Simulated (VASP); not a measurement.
# In (P6/mmm) in VASP: further runs, part 2 of 3

VASP 6.6.1.

### 3 Single point, PBEsol (volume scaled by 1.04)

Input file INCAR:

```
PREC     = Accurate       # precision mode
ENCUT    = 520            # plane-wave cutoff, eV
EDIFF    = 1E-7           # SCF threshold, eV
ISMEAR   = -1             # smearing method
SIGMA    = 0.1            # smearing width, eV
LREAL    = False          # projectors in reciprocal space
LASPH    = True           # aspherical terms in the spheres
NELM     = 80             # most SCF steps
ALGO     = Normal         # electronic algorithm
ISIF     = 2              # what is computed and relaxed
LWAVE    = False          # write WAVECAR
LCHARG   = False          # write CHGCAR
GGA      = PS             # functional
NBANDS   = 26             # bands
```

Input file KPOINTS:

```
Automatic mesh
0
Gamma
  8 8 11
```

Input file POSCAR:

```
In
1.0
    5.3297549269      0.0000000000      0.0000000000
   -2.6648774635      4.6157031626      0.0000000000
    0.0000000000      0.0000000000      3.2896305547
In
3
Direct
    0.0000000000      1.0000000000      0.0000000000
    0.3333333333      0.6666666667      0.5000000000
    0.6666666667      0.3333333333      0.5000000000
```

Potentials or basis: VASP PAW PBE potentials, release 64 (In_d).

Run with:

```sh
> cat potpaw_PBE.64/In_d/POTCAR > POTCAR
> mpirun -np 1 vasp_std > vasp.out
```

OUTCAR:

```text
PREC = Accurate
   ENCUT = 520
   EDIFF = 1E-7
   ISMEAR = -1
   LREAL = False
   LASPH = True
   NELM = 80
   ISIF = 2
   GGA = PS

 ion  position               nearest neighbor table
   1  0.000  0.000  0.000-   2 3.49   3 3.49   2 3.49   3 3.49   2 3.49   2 3.49   3 3.49   3 3.49
                             3 3.49   3 3.49   2 3.49   2 3.49
   2  0.333  0.667  0.500-   3 3.08   3 3.08   3 3.08   1 3.49   1 3.49   1 3.49   1 3.49   1 3.49
                             1 3.49
   3  0.667  0.333  0.500-   2 3.08   2 3.08   2 3.08   1 3.49   1 3.49   1 3.49   1 3.49   1 3.49
                             1 3.49

[... 888 lines left out ...]

 [... further k-points ...]
[... 5 lines left out ...]
  --------------------------------------------------------------------------------------
  -------------------------------------------------------------------------------------
  Total       -0.7213791     -0.7213791     -0.8163310      0.0000000     -0.0000000      0.0000000
  in kB      -14.2817657    -14.2817657    -16.1616103      0.0000000     -0.0000000      0.0000000
  external PRESSURE =     -14.9083806 kB  Pullay stress =       0.0000000 kB

 VOLUME and BASIS-vectors are now :
 -----------------------------------------------------------------------------
  energy-cutoff  :      520.00
  volume of cell :       80.93
      direct lattice vectors                 reciprocal lattice vectors
     5.329754927  0.000000000  0.000000000     0.187625888  0.108325857  0.000000000
    -2.664877463  4.615703163  0.000000000     0.000000000  0.216651714  0.000000000
     0.000000000  0.000000000  3.289630555     0.000000000  0.000000000  0.303985503

 POSITION                                       TOTAL-FORCE (eV/Angst)
 -----------------------------------------------------------------------------------
      0.00000      0.00000      0.00000         0.000000      0.000000      0.000000
     -0.00000      3.07714      1.64482         0.000000      0.000000      0.000000
      2.66488      1.53857      1.64482        -0.000000     -0.000000      0.000000
 -----------------------------------------------------------------------------------
    total drift:                               -0.000000      0.000000      0.000000

  FREE ENERGIE OF THE ION-ELECTRON SYSTEM (eV)
  ---------------------------------------------------
  free  energy   TOTEN  =        -8.8657393722 eV

  energy  without entropy=       -8.8025112155  energy(sigma->0) =       -8.83412529
```

OSZICAR:

```text
N       E                     dE             d eps       ncg     rms          rms(c)
DAV:   1     0.348541905846E+03    0.34854E+03   -0.18739E+04  3120   0.202E+03
DAV:   2     0.214092280700E+02   -0.32713E+03   -0.32277E+03  3120   0.444E+02
DAV:   3    -0.793572496352E+01   -0.29345E+02   -0.29113E+02  3706   0.160E+02
DAV:   4    -0.893571080437E+01   -0.99999E+00   -0.99875E+00  3810   0.329E+01
DAV:   5    -0.898965118215E+01   -0.53940E-01   -0.53937E-01  5046   0.577E+00    0.380E+00
DAV:   6    -0.888660838036E+01    0.10304E+00   -0.20569E-01  4010   0.671E+00    0.179E+00
DAV:   7    -0.886739482932E+01    0.19214E-01   -0.58896E-02  4232   0.317E+00    0.436E-01
DAV:   8    -0.886572714857E+01    0.16677E-02   -0.38580E-03  3668   0.838E-01    0.448E-02
DAV:   9    -0.886573622866E+01   -0.90801E-05   -0.29379E-04  4422   0.224E-01    0.376E-02
DAV:  10    -0.886573892626E+01   -0.26976E-05   -0.25070E-05  4696   0.742E-02    0.117E-02
DAV:  11    -0.886573953672E+01   -0.61046E-06   -0.21917E-06  4118   0.193E-02    0.353E-03
DAV:  12    -0.886573938863E+01    0.14809E-06   -0.10575E-07  1912   0.505E-03    0.715E-04
DAV:  13    -0.886573937220E+01    0.16428E-07   -0.31854E-08  1812   0.321E-03
   1 F= -.88657394E+01 E0= -.88341253E+01  d E =-.632282E-01
```

stdout:

```text
POSCAR found type information on POSCAR In
 POSCAR found :  1 types and       3 ions
 scaLAPACK will be used
 -----------------------------------------------------------------------------
|                                                                             |
|                                                                             |
|     You enforced a specific xc type in the INCAR file but a different       |
|     I HOPE YOU KNOW WHAT YOU ARE DOING!                                     |
|                                                                             |
 -----------------------------------------------------------------------------

 LDA part: xc-table for (Slater+PW92), standard interpolation
 POSCAR, INCAR and KPOINTS ok, starting setup
 FFT: planning ... GRIDC
 FFT: planning ... GRID_SOFT
 FFT: planning ... GRID
 WAVECAR not read
 entering main loop
```

It took 54 s on 1 thread of AMD EPYC 9R45 (Zen 5), shared host; peak memory 0.2 GiB.

What came out:

```yaml
Free_energy: -8.8657 eV
Pressure: -1.5 GPa
```

Levels at points of the mesh, in eV from the Fermi level:
| k point | band 15 | band 16 | band 17 | band 18 | band 19 | band 20 | band 21 | band 22 | band 23 | band 24 |
| --- | --- | --- | --- | --- | --- | --- | --- | --- | --- | --- |
| (0.00, 0.00, 0.00) | -14.25 | -9.41 | -2.83 | -2.59 | -1.02 | -1.02 | -0.89 | -0.89 | 4.56 | 7.97 |
| (0.50, 0.00, 0.00) | -14.22 | -7.50 | -7.47 | -3.94 | -3.13 | 3.47 | 3.59 | 4.68 | 4.81 | 6.28 |

Caveat: the PAW data sets were made with another functional, which shifts forces and pressure a little; spin-orbit coupling is left out, which moves the levels of the heavy elements.

(Part 2 of 3 ends here.)
